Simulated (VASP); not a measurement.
**Ta5O: single point with PBEsol**

Ta5O, a slab with vacuum:

```
Ta O
1.0
     3.28052    0.00000    0.00000
     0.00000    3.28052    0.00000
     0.00000    0.00000   25.56104
Ta O
5 1
Direct
  0.50000 0.50000 0.33254
  0.00000 0.00000 0.39671
  0.50000 0.50000 0.46114
  0.00000 0.00000 0.52634
  0.50000 0.50000 0.58151
  0.66667 0.00000 0.61755
```

* Program: VASP 6.6.1
* Task: single point
* Functional: PBEsol
* Potentials or basis: VASP PAW PBE potentials, release 64 (Ta_pv, O)
* Cutoff: 520 eV
* k mesh: 9 × 9 × 1
* Occupations: gaussian, width 0.1 eV
* Spin: no spin polarisation
* Dipole correction: yes
* Further INCAR settings: ALGO = Normal; EDIFF = 1e-07; NBANDS = 40

* Largest force: 2.468 eV/Å
* Band gap on the k mesh: zero (an odd number of electrons rules out a gap without spin polarisation)

Forces on the atoms (eV/Å):
```
Ta  -0.101  0.000  1.340
Ta   0.206  0.000 -1.185
Ta   0.026  0.000  0.073
Ta  -0.763  0.000 -2.347
Ta  -0.143  0.000  2.023
O    0.775  0.000  0.097
```

Levels at points of the mesh, in eV from the Fermi level:
```tsv
k point	band 28	band 29	band 30	band 31	band 32	band 33	band 34	band 35
(0.00, 0.00, 0.00)	-0.06	0.22	0.44	0.46	0.49	0.70	1.11	1.16
```

It took 3.8 min on 1 thread of Intel(R) Xeon(R) 6975P-C (Granite Rapids), with other jobs on the host, peak memory 0.46 GiB.

Caveat: the PAW data sets were made with another functional, which shifts forces and pressure a little; spin-orbit coupling is left out, which moves the levels of the heavy elements; an odd number of electrons without spin polarisation forces a metal; a magnetic or distorted state may lie lower.
